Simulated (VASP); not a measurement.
Mg5ZrN2:

```xyz
8
Lattice="3.2000 0.0000 0.0000 -1.6000 2.7713 0.0000 0.0000 0.0000 13.2000" Properties=species:S:1:pos:R:3 pbc="T T T"
Mg    1.6000    0.9238    2.3760
Mg    1.6000    0.9238   10.8240
Mg    0.0000    0.0000    8.7120
Mg    1.6000    0.9238    6.6000
Mg    0.0000    0.0000    4.4880
Zr    0.0000    0.0000    0.0000
N     0.0000    1.8475    1.2540
N     0.0000    1.8475   11.9460
```

```yaml
Program: VASP 6.6.1
Task: relaxation of cell and atoms
Functional: PBE
Potentials_or_basis: VASP PAW PBE potentials, release 64 (Mg, Zr_sv, N)
Cutoff: 600 eV
k_mesh: 6 × 6 × 2
Occupations: gaussian, width 0.2 eV
Spin: no spin polarisation
```

At the start: pressure 13.9 GPa; volume 14.63 Å³/atom.

Problem. Where does the relaxation end?

Solution. Over 14 steps the energy falls by 207.7 meV/atom and the volume is 17.29 Å³/atom (+18.2 %); space group P-6m2 (No. 187, to 0.05 Å).

The path:
| step | energy change (eV) | largest force (eV/Å) | pressure (GPa) | volume (Å³) |
| --- | --- | --- | --- | --- |
| 1 | 0.0000 | 1.3090 | 13.91 | 117.06 |
| 2 | -0.9833 | 1.0601 | -5.16 | 139.64 |
| 3 | -1.0502 | 0.9525 | -2.19 | 134.48 |
| 4 | -1.3388 | 0.7814 | -0.91 | 133.08 |
| 5 | -1.4413 | 0.8086 | 0.62 | 131.64 |
| 6 | -1.5490 | 0.3600 | 0.98 | 132.66 |
| 7 | -1.5814 | 0.3151 | 1.41 | 133.58 |
| 8 | -1.6180 | 0.2554 | -0.99 | 137.99 |
| 9 | -1.6181 | 0.2529 | -1.09 | 138.18 |
| 10 | -1.6462 | 0.2030 | -0.41 | 137.71 |
| 11 | -1.6503 | 0.1761 | -0.01 | 137.45 |
| 12 | -1.6578 | 0.1220 | 0.26 | 137.27 |
| 13 | -1.6583 | 0.1214 | 0.36 | 137.21 |
| 14 | -1.6618 | 0.0309 | -0.40 | 138.31 |

Final structure:
```yaml
crystal:
  lattice:
    - [3.18988, 0.00000, 0.00000]
    - [-1.59494, 2.76252, 0.00000]
    - [0.00000, 0.00000, 15.69523]
  atoms:
    - { symbol: Mg, position: [0.66667, 0.33333, 0.15949] }
    - { symbol: Mg, position: [0.66667, 0.33333, 0.84051] }
    - { symbol: Mg, position: [0.00000, 0.00000, 0.66634] }
    - { symbol: Mg, position: [0.66667, 0.33333, 0.50000] }
    - { symbol: Mg, position: [0.00000, 0.00000, 0.33366] }
    - { symbol: Zr, position: [0.00000, 0.00000, 0.00000] }
    - { symbol: N, position: [0.33333, 0.66667, 0.08819] }
    - { symbol: N, position: [0.33333, 0.66667, 0.91181] }
```

Caveat: the k points lie up to 0.38 Å⁻¹ apart in the final cell; the volume moved by over 15 % at a fixed basis, so the end points are rough; the relaxation stopped at a loose force limit of 0.08 eV/Å, so its end isn't a converged minimum.
